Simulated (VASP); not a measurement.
The system is GaGe3.

```
CELL_PARAMETERS angstrom
0.00000 3.38717 3.38717
3.38717 0.00000 3.38717
3.38717 3.38717 0.00000
ATOMIC_POSITIONS crystal
Ge 0.50000 0.50000 0.50000
Ge 0.75000 0.75000 0.75000
Ge 0.25000 0.25000 0.25000
Ga 0.00000 0.00000 0.00000
```

Base run:

| Quantity | Value |
| --- | --- |
| Program | VASP 6.6.1 |
| Functional | PBE |
| Potentials or basis | VASP PAW PBE potentials, release 64 (Ge_d, Ga_d) |
| Cutoff | 520 eV |
| k mesh | 6 × 6 × 6 |
| Occupations | methfessel-paxton, width 0.1 eV |
| Spin | non-collinear spin, zero start, spin-orbit coupling |
| Starting moments | [[0.0, 0.0, 0.0], [0.0, 0.0, 0.0], [0.0, 0.0, 0.0], [0.0, 0.0, 0.0]] μB |

Its results: pressure 0.5 GPa; net moment 0.00 μB per cell.

Question: The run is repeated on the same cell with these changes: functional from PBE to PBEsol. What comes out?

Answer: Pressure -2.9 GPa; net moment 0.00 μB per cell.

PBEsol binds more tightly than PBE, so the same cell stands under less pressure.

Caveats: the PAW data sets were made with another functional, which shifts forces and pressure a little (at least some runs).
